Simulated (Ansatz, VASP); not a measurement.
**Two plane-wave programs on Si2Mo**

```
Mo Si
1.0
    -1.52354    1.52354    3.77123
     1.52354   -1.52354    3.77123
     1.52354    1.52354   -3.77123
Mo Si
1 2
Cartesian
  0.0000 0.0000 0.0000
  0.0000 0.0000 2.5146
  0.0000 0.0000 -2.5146
```

Change from the starting cell: volume scaled by 0.88, PAW files.

Alike in both runs: task single point; functional PBEsol; k mesh 14 × 14 × 14; occupations fermi-dirac, width 0.05 eV; no spin polarisation.

|  | VASP | Ansatz |
| --- | --- | --- |
| version | VASP 6.6.1 | Ansatz 0.2.0 |
| potentials or method | VASP PAW PBE potentials, release 64 (Mo_sv, Si) | PAW with Ansatz's default frozen-core files, scalar-relativistic |
| plane-wave cutoff (eV) | 520 | 420 |
| valence electrons in the cell | 22 | 22 |

|  | VASP | Ansatz | Ansatz less VASP |
| --- | --- | --- | --- |
| pressure (GPa) | 37.6 | 36.9 | -0.66 |
| rms of the force components (eV/Å) | 0.004 | 0.000 | -0.0041 |

VASP's potentials were made for PBE, not for PBEsol. Atom by atom the forces differ by 0.004 eV/Å (rms over components). Both programs put the cell under a high pressure, so it lies far from rest at this level. The functional is the same, so the differences come from potentials, cutoffs and numerics.
